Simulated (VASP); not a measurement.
# In (I4/mmm) in VASP: single point with PBE

Aim: the single point of In with PBE.

All numbers are computed with VASP 6.6.1; they aren't measurements. Logs are shortened: lines on timing, memory, paths and dates and some standing lists are left out, and cuts for length are marked.

### 1 The cell of the first run

Symmetry: I4/mmm, No. 139, tetragonal system. The conventional cell has a = 3.194 Å, b = 3.194 Å, c = 5.363 Å, α = 90.00°, β = 90.00°, γ = 90.00°. In (site symmetry 4/mmm) has 12 In at 3.19 to 3.51 Å within 4.2 Å.

### 2 Single point, PBE

INCAR reads:

```
SYSTEM = In
PREC     = Accurate       ! precision mode
ENCUT    = 500            ! plane-wave cutoff, eV
EDIFF    = 1E-6           ! SCF threshold, eV
ISMEAR   = 0              ! smearing method
SIGMA    = 0.05           ! smearing width, eV
LREAL    = .FALSE.        ! projectors in reciprocal space
LASPH    = .TRUE.         ! aspherical terms in the spheres
NELM     = 120            ! most SCF steps
ALGO     = Normal         ! electronic algorithm
ISIF     = 2              ! what is computed and relaxed
LWAVE    = .FALSE.        ! write WAVECAR
LCHARG   = .FALSE.        ! write CHGCAR
GGA      = PE             ! functional
NBANDS   = 12             ! bands
GGA_COMPAT= .FALSE.
```

KPOINTS reads:

```
regular mesh
0
G
  8 8 8
  0 0 0
```

POSCAR reads:

```
In
1.0
   -1.5969179430      1.5969179430      2.6813843340
    1.5969179430     -1.5969179430      2.6813843340
    1.5969179430      1.5969179430     -2.6813843340
In
1
Direct
    0.0000000000      0.0000000000      0.0000000000
```

Potentials or basis: VASP PAW PBE potentials, release 64 (In_d).

The run is started by

```bash
$ cat potpaw_PBE.64/In_d/POTCAR > POTCAR
$ mpirun -np 1 vasp_std > vasp.out
```

OUTCAR:

```text
SYSTEM = In
   PREC = Accurate
   ENCUT = 500
   EDIFF = 1E-6
   ISMEAR = 0
   LREAL = .FALSE.
   LASPH = .TRUE.
   NELM = 120
   ISIF = 2
   GGA = PE

 ion  position               nearest neighbor table
   1  0.000  0.000  0.000-

  LATTYP: Found a body centered tetragonal cell.
 ALAT       =     3.1938358860
 C/A-ratio  =     1.6790996342

  Lattice vectors:

 A1 = (  -1.5969179430,   1.5969179430,   2.6813843340)
 A2 = (   1.5969179430,  -1.5969179430,   2.6813843340)
 A3 = (   1.5969179430,   1.5969179430,  -2.6813843340)

Analysis of symmetry for initial positions (statically):
=====================================================================
 Subroutine PRICEL returns:
 Original cell was already a primitive cell.

 Routine SETGRP: Setting up the symmetry group for a
 body centered tetragonal supercell.

 Subroutine GETGRP returns: Found 16 space group operations
 (whereof 16 operations were pure point group operations)
 out of a pool of 16 trial point group operations.

The static configuration has the point symmetry D_4h.

Analysis of symmetry for dynamics (positions and initial velocities):
=====================================================================
 Subroutine PRICEL returns:
 Original cell was already a primitive cell.

 Routine SETGRP: Setting up the symmetry group for a
 body centered tetragonal supercell.

 Subroutine GETGRP returns: Found 16 space group operations
 (whereof 16 operations were pure point group operations)
 out of a pool of 16 trial point group operations.

The dynamic configuration has the point symmetry D_4h.

 Subroutine INISYM returns: Found 16 space group operations
 (whereof 16 operations are pure point group operations),
 and found     1 'primitive' translations

----------------------------------------------------------------------------------------

                                     Primitive cell

  volume of cell :      27.3517

  direct lattice vectors                    reciprocal lattice vectors
    -1.596917943  1.596917943  2.681384334     0.000000000  0.313103126  0.186470844
     1.596917943 -1.596917943  2.681384334     0.313103126  0.000000000  0.186470844
     1.596917943  1.596917943 -2.681384334     0.313103126  0.313103126  0.000000000

  length of vectors
     3.505726142  3.505726142  3.505726142     0.364424125  0.364424125  0.442794687

  position of ions in fractional coordinates (direct lattice)
     0.000000000  0.000000000  0.000000000

  ion indices of the primitive-cell ions
   primitive index   ion index
                 1           1

----------------------------------------------------------------------------------------

 KPOINTS: regular mesh

Automatic generation of k-mesh.
 Grid dimensions read from file:
 generate k-points for:    8    8    8

 Generating k-lattice:

  Cartesian coordinates                     Fractional coordinates (reciprocal lattice)
     0.000000000  0.039137891  0.023308856     0.125000000  0.000000000  0.000000000
     0.039137891  0.000000000  0.023308856     0.000000000  0.125000000  0.000000000
     0.039137891  0.039137891  0.000000000     0.000000000  0.000000000  0.125000000

  Length of vectors
     0.045553016  0.045553016  0.055349336

  Shift w.r.t. Gamma in fractional coordinates (k-lattice)
     0.000000000  0.000000000  0.000000000

 Subroutine IBZKPT returns following result:
 ===========================================

 Found     59 irreducible k-points:

 Following reciprocal coordinates:
            Coordinates               Weight
  0.000000  0.000000  0.000000      1.000000
  0.125000  0.000000  0.000000      8.000000
  0.250000  0.000000  0.000000      8.000000
  0.375000  0.000000  0.000000      8.000000
  0.500000  0.000000  0.000000      4.000000
  0.125000  0.125000  0.000000      8.000000
[... 16 lines left out ...]
  0.250000  0.125000  0.125000     16.000000
  0.375000  0.125000  0.125000      8.000000
 [... further k-points ...]
   k-points           NKPTS =     59   k-points in BZ     NKDIM =     59   number of bands    NBANDS=     12
   number of dos      NEDOS =    301   number of ions     NIONS =      1
   total plane-waves  NPLWV =  21952
   dimension x,y,z NGX =    28 NGY =   28 NGZ =   28
   dimension x,y,z NGXF=    56 NGYF=   56 NGZF=   56
   ions per type =               1
   NGX,Y,Z   is equivalent  to a cutoff of  13.28, 13.28, 13.28 a.u.
   NGXF,Y,Z  is equivalent  to a cutoff of  26.56, 26.56, 26.56 a.u.
 SYSTEM =  In
   PREC   = accura    normal or accurate (medium, high low for compatibility)
   ISTART =      0    job   : 0-new  1-cont  2-samecut
   ICHARG =      2    charge: 1-file 2-atom 10-const
   ISPIN  =      1    spin polarized calculation?
   LNONCOLLINEAR =      F non collinear calculations
   LSORBIT =      F    spin-orbit coupling
   LASPH  =      T    aspherical Exc in radial PAW
   ENCUT  =  500.0 eV  36.75 Ry    6.06 a.u.   6.39  6.39  6.39*2*pi/ulx,y,z
   NELM   =    120;   NELMIN=  2; NELMDL= -5     # of ELM steps
   EDIFF  = 0.1E-05   stopping-criterion for ELM
   LREAL  =      F    real-space projection
   EDIFFG = 0.1E-04   stopping-criterion for IOM
   NSW    =      0    number of steps for IOM
   IBRION =     -1    ionic relax: 0-MD 1-quasi-New 2-CG
   NFREE  =      0    steps in history (QN), initial steepest desc. (CG)
   ISIF   =      2    stress and relaxation
   ISYM   =      2    0-nonsym 1-usesym 2-fastsym
   POTIM  = 0.5000    time-step for ionic-motion
   TEBEG  =    0.0;   TEEND  =   0.0 temperature during run
   PSTRESS=    0.0 pullay stress
   NELECT =      13.0000    total number of electrons
   NUPDOWN=      -1.0000    fix difference up-down
   EMIN   =  10.00;   EMAX   =-10.00  energy-range for DOS
   EFERMI =   0.00;   METHOD = LEGACY
   ISMEAR =     0;   SIGMA  =   0.05  broadening in eV -4-tet -1-fermi 0-gaus
   EFERMI_NEDOS =   21; number of points for ismear=-14 and -15
   IALGO  =     38    algorithm
   IMIX   =      4    mixing-type and parameters
     AMIX     =   0.40;   BMIX     =  1.00
     AMIX_MAG =   1.60;   BMIX_MAG =  1.00
  volume/ion in A,a.u.               =      27.35       184.58
  Fermi-wavevector in a.u.,A,eV,Ry     =   1.277599  2.414312 22.208231  1.632259
  Thomas-Fermi vector in A             =   2.410189
   LORBIT       =      0    0 simple, 1 ext, 2 COOP (PROOUT), +10 PAW based schemes
   GGA     = PE    functional components
   LHFCALC =     F    Hartree Fock is set to
   AEXX    =    0.0000 exact exchange contribution
   IVDW    =     0    specifies the selected vdW correction
   LEPSILON=     F    determine dielectric tensor
   LRPA    =     F    only Hartree local field effects (RPA)
 non-spin polarized calculation
 Gauss-broadening in eV      SIGMA  =   0.05
  energy-cutoff  :      500.00
  volume of cell :       27.35
 maximum number of plane-waves:       721
 NGX is ok and might be reduce to    28
   NGX = 13   NGY = 13   NGZ = 13

 number of electron      12.9999998 magnetization

 Free energy of the ion-electron system (eV)
  ---------------------------------------------------
  ext. energy  EPLUGINS =         0.00000000
  ---------------------------------------------------
  free energy    TOTEN  =        -2.57471359 eV

  energy without entropy =       -2.57429487  energy(sigma->0) =       -2.57450423

 E-fermi :   7.0755     XC(G=0): -10.0415

 val. band max:        6.9768048122   @ k =  -0.2500   0.5000   0.2500
 cond. band min:       7.0775328840   @ k =  -0.2500   0.2500   0.2500
 fundamental gap:      0.1007280719
 Fermi energy:         7.0755407279

 k-point     1 :       0.0000    0.0000    0.0000
  band No.  band energies     occupation
      1      -7.7480      2.00000
      2      -7.5524      2.00000
      3      -7.5001      2.00000
      4      -7.5001      2.00000
      5      -7.3347      2.00000
      6      -2.2231      2.00000
      7      17.1260      0.00000
      8      17.2182      0.00000
      9      17.2182      0.00000
     10      18.7618      0.00000
     11      19.9235      0.00000
     12      20.6580      0.00000

 k-point     2 :       0.1250    0.0000    0.0000
  band No.  band energies     occupation
      1      -7.7169      2.00000
      2      -7.5445      2.00000
      3      -7.5029      2.00000
      4      -7.4831      2.00000
      5      -7.3499      2.00000
      6      -1.8883      2.00000
      7      14.2492      0.00000
      8      16.1270      0.00000
      9      17.0557      0.00000
     10      18.2169      0.00000
     11      19.0217      0.00000
     12      21.7920      0.00000

 k-point     3 :       0.2500    0.0000    0.0000
  band No.  band energies     occupation
      1      -7.6763      2.00000
      2      -7.5758      2.00000
      3      -7.4593      2.00000
      4      -7.4289      2.00000
      5      -7.3689      2.00000
      6      -0.8686      2.00000
      7      10.1509      0.00000
      8      14.5649      0.00000
      9      16.8556      0.00000
     10      17.4563      0.00000
     11      18.6877      0.00000
     12      22.7086      0.00000
[... 286 lines left out ...]
 k-point    23 :       0.2500    0.1250    0.1250
  band No.  band energies     occupation
      1      -7.5925      2.00000
      2      -7.5505      2.00000
      3      -7.5006      2.00000
      4      -7.4137      2.00000
      5      -7.3064      2.00000
      6       1.8227      2.00000
      7       7.4441      0.00000
      8      11.1848      0.00000
      9      13.4826      0.00000
     10      15.9899      0.00000
     11      17.4604      0.00000
     12      20.0733      0.00000

 k-point    24 :       0.3750    0.1250    0.1250
  band No.  band energies     occupation
      1      -7.6018      2.00000
      2      -7.5735      2.00000
      3      -7.4639      2.00000
      4      -7.4419      2.00000
      5      -7.2538      2.00000
      6       3.6782      2.00000
      7       4.9425      2.00000
      8      11.7017      0.00000
      9      12.3937      0.00000
     10      15.5997      0.00000
     11      17.3075      0.00000
     12      23.1643      0.00000

 [... further k-points ...]

------------------------ aborting loop because EDIFF is reached ----------------------------------------

  FORCE on cell =-STRESS in cart. coord.  units (eV):
  Direction    XX          YY          ZZ          XY          YZ          ZX
  --------------------------------------------------------------------------------------
  -------------------------------------------------------------------------------------
  Total       -0.0083117     -0.0083117      0.0268364      0.0000000     -0.0000000     -0.0000000
  in kB       -0.4868716     -0.4868716      1.5719900      0.0000000     -0.0000000     -0.0000000
  external PRESSURE =       0.1994156 kB  Pullay stress =       0.0000000 kB

 VOLUME and BASIS-vectors are now :
 -----------------------------------------------------------------------------
  energy-cutoff  :      500.00
  volume of cell :       27.35
      direct lattice vectors                 reciprocal lattice vectors
    -1.596917943  1.596917943  2.681384334     0.000000000  0.313103126  0.186470844
     1.596917943 -1.596917943  2.681384334     0.313103126  0.000000000  0.186470844
     1.596917943  1.596917943 -2.681384334     0.313103126  0.313103126  0.000000000

 POSITION                                       TOTAL-FORCE (eV/Angst)
 -----------------------------------------------------------------------------------
      0.00000      0.00000      0.00000         0.000000     -0.000000      0.000000
 -----------------------------------------------------------------------------------
    total drift:                                0.000000      0.000000      0.000000

  FREE ENERGIE OF THE ION-ELECTRON SYSTEM (eV)
  ---------------------------------------------------
  free  energy   TOTEN  =        -2.5747135921 eV

  energy  without entropy=       -2.5742948674  energy(sigma->0) =       -2.57450423
```

It took 9.9 s on 1 thread of AMD EPYC 9R45 (Zen 5), shared host; peak memory 0.13 GiB.

Results:

```
Free energy            : -2.5747 eV
Pressure               : 0.0 GPa
Band gap on the k mesh : zero (an odd number of electrons rules out a gap without spin polarisation)
```

Stress tensor (GPa, compression positive):
```
-0.05  0.00  0.00
 0.00 -0.05  0.00
 0.00  0.00  0.16
```

Caveat: spin-orbit coupling is left out, which moves the levels of the heavy elements.
